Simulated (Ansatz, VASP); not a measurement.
**One calculation of AgBr, two programs**

```xyz
2
Lattice="0.0000 2.8377 2.8377 2.8377 0.0000 2.8377 2.8377 2.8377 0.0000" Properties=species:S:1:pos:R:3 pbc="T T T"
Ag    0.0000    0.0000    0.0000
Br    2.8377    2.8377    2.8377
```

Alike in both runs: functional PBEsol; k mesh 10 × 10 × 10; occupations gaussian, width 0.02 eV; no spin polarisation.

Ansatz relaxed the structure, and its values are those at the end. VASP's run is a single point on that final structure, the one shown.

|  | VASP | Ansatz |
| --- | --- | --- |
| version | VASP 6.6.1 | Ansatz 0.2.0 |
| potentials or method | VASP PAW PBE potentials, release 64 (Ag, Br), cutoff 500 eV | scalar-relativistic, plane waves, PAW |
| valence electrons in the cell | 18 | 26 |

VASP gave:

* gap on the k mesh at the Fermi level (eV): 0.50
* least direct gap on the mesh (eV): 2.57
* pressure (GPa): -0.1

Question: Estimate Ansatz's values.

Answer: gap on the k mesh at the Fermi level (eV): 0.50; least direct gap on the mesh (eV): 2.57; pressure (GPa): 0.0.

VASP's potentials were made for PBE, not for PBEsol. The functional is the same, so the differences come from potentials, cutoffs and numerics. VASP's potentials hold 18 valence electrons a cell and Ansatz's 26, so a difference there can come from the potentials and not from the codes.
